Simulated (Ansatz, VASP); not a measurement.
## Si: VASP beside Ansatz

```xyz
2
Lattice="0.0000 2.7348 2.7348 2.7348 0.0000 2.7348 2.7348 2.7348 0.0000" Properties=species:S:1:pos:R:3 pbc="T T T"
Si    0.0000    0.0000    0.0000
Si    1.3674    1.3674    1.3674
```

Alike in both runs: functional PBE; k mesh 8 × 8 × 8; occupations gaussian, width 0.02 eV; no spin polarisation.

Ansatz relaxed the structure, and its values are those at the end. VASP's run is a single point on that final structure, the one shown.

|  | VASP | Ansatz |
| --- | --- | --- |
| version | VASP 6.6.1 | Ansatz 0.2.0 |
| potentials or method | VASP PAW PBE potentials, release 64 (Si), cutoff 500 eV | scalar-relativistic, plane waves, PAW |
| valence electrons in the cell | 8 | 8 |

```csv
,VASP,Ansatz,Ansatz less VASP
gap on the k mesh at the Fermi level (eV),0.65,0.65,-0.002
least direct gap on the mesh (eV),2.56,2.55,-0.005
pressure (GPa),0.0,0.0,+0.06
```
